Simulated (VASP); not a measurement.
AlZn2:

```xyz
6
Lattice="0.0000 3.5185 3.5185 3.5185 0.0000 3.5185 3.5185 3.5185 0.0000" Properties=species:S:1:pos:R:3 pbc="T T T"
Al    0.0000    0.0000    0.0000
Al    1.7593    1.7593    1.7593
Zn    4.3981    4.3981    4.3981
Zn    4.3981    2.6389    2.6389
Zn    2.6389    2.6389    4.3981
Zn    2.6389    4.3981    2.6389
```

| Property | Result |
| --- | --- |
| Program | VASP 6.6.1 |
| Task | relaxation of cell and atoms |
| Functional | PBE |
| Potentials or basis | VASP PAW PBE potentials, release 64 (Al, Zn) |
| Cutoff | 600 eV |
| k mesh | 4 × 4 × 4 |
| Occupations | gaussian, width 0.1 eV |
| Spin | no spin polarisation |

At the start: pressure 9.6 GPa; volume 14.52 Å³/atom.

Problem. Where does the relaxation end?

Solution. Over 3 steps the energy falls by 43.7 meV/atom and the volume is 16.13 Å³/atom (+11.1 %); space group Fd-3m (No. 227, to 0.1 Å) before and after.

Step by step:
| step | energy change (eV) | largest force (eV/Å) | pressure (GPa) | volume (Å³) |
| --- | --- | --- | --- | --- |
| 1 | 0.0000 | 0.0000 | 9.61 | 87.12 |
| 2 | -0.2557 | 0.0000 | -1.14 | 98.57 |
| 3 | -0.2622 | 0.0000 | 0.03 | 96.81 |

Final structure:
```
Al Zn
1.0
     0.00000    3.64439    3.64439
     3.64439    0.00000    3.64439
     3.64439    3.64439    0.00000
Al Zn
2 4
Direct
  0.00000 0.00000 0.00000
  0.25000 0.25000 0.25000
  0.62500 0.62500 0.62500
  0.12500 0.62500 0.62500
  0.62500 0.62500 0.12500
  0.62500 0.12500 0.62500
```

Caveat: the k points lie up to 0.37 Å⁻¹ apart in the final cell, too coarse for converged energies and pressures of a metal.
